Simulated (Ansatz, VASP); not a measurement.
CsI: VASP beside Ansatz

The input POSCAR:

```
CsI
1.0
    4.6080834570      0.0000000000      0.0000000000
    0.0000000000      4.6080834570      0.0000000000
    0.0000000000      0.0000000000      4.6080834570
Cs I
1 1
Direct
    0.0000000000      0.0000000000      0.0000000000
    0.5000000000      0.5000000000      0.5000000000
```

Contents of INCAR.step1:

```
PREC = Accurate
ENCUT = 400
EDIFF = 1E-5
ISMEAR = 0
SIGMA = 0.01
LREAL = F
LASPH = T
NELM = 120
ALGO = Normal
ISIF = 2
LWAVE = T
LCHARG = F
GGA = PE
NBANDS = 15
GGA_COMPAT = F
```

The input INCAR.step2:

```
PREC = Accurate
ENCUT = 400
EDIFF = 1E-6
ISMEAR = 0
SIGMA = 0.01
LREAL = F
LASPH = T
NELM = 120
ALGO = Normal
ISIF = 2
LWAVE = F
LCHARG = F
GGA = PE
LHFCALC = T
AEXX = 0.75
PRECFOCK = Normal
ISTART = 1
NBANDS = 15
GGA_COMPAT = F
```

The input KPOINTS:

```
Automatic mesh
0
Gamma
  4 4 4
```

Input for Ansatz:

```yaml
crystal:
  lattice:
    - [4.608083457, 0.0, 0.0]
    - [0.0, 4.608083457, 0.0]
    - [0.0, 0.0, 4.608083457]
  atoms:
    - { symbol: Cs, position: [0.0, 0.0, 0.0] }
    - { symbol: I, position: [0.5, 0.5, 0.5] }
kpoints:
  mp_grid: { grid: [4, 4, 4] }
hamiltonian:
  xc: { exchange: pbe, correlation: pbe, exx: { coeff: 0.75 } }
scf:
  occupations: { method: fixed }
  n_extra_bands: 4
output:
  forces: true
  stress: true
  eigenvalues: true
```

Alike in both runs: task single point; functional PBE-based global hybrid; k mesh 4 × 4 × 4; no spin polarisation.

```csv
,VASP,Ansatz
version,VASP 6.6.1,Ansatz 0.2.0
potentials or method,"VASP PAW PBE potentials, release 64 (Cs_sv, I)",plane waves
plane-wave cutoff (eV),400,420
occupations,"gaussian, width 0.01 eV",fixed
valence electrons in the cell,16,26
```

|  | VASP | Ansatz | Ansatz less VASP |
| --- | --- | --- | --- |
| gap on the k mesh at the Fermi level (eV) | 9.01 | 8.98 | -0.031 |
| pressure (GPa) | -0.6 | -0.4 | +0.18 |

VASP's potentials were made for PBE, not for PBE-based global hybrid. VASP's potentials hold 16 valence electrons a cell and Ansatz's 26, so a difference there can come from the potentials and not from the codes. Ansatz's warnings: stress exchange threshold loose, stress scf threshold loose.

Neither program's run includes spin-orbit coupling.
